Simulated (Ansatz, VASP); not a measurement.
# Al in VASP and in Ansatz

```
Al
1.0
     0.00000    3.02335    3.02335
     3.02335    0.00000    3.02335
     3.02335    3.02335    0.00000
Al
2
Direct
  0.00000 0.00000 0.00000
  0.25000 0.25000 0.25000
```

Alike in both runs: task single point; functional PBEsol; k mesh 9 × 9 × 9; occupations fermi-dirac, width 0.08 eV; no spin polarisation.

|  | VASP | Ansatz |
| --- | --- | --- |
| version | VASP 6.6.1 | Ansatz 0.2.0 |
| potentials or method | VASP PAW PBE potentials, release 64 (Al), cutoff 520 eV | all-electron LAPW, scalar-relativistic |

|  | VASP | Ansatz | Ansatz less VASP |
| --- | --- | --- | --- |
| pressure (GPa) | -0.9 | -1.0 | -0.08 |

VASP's potentials were made for PBE, not for PBEsol. Ansatz ran all-electron here, and VASP with PAW potentials.
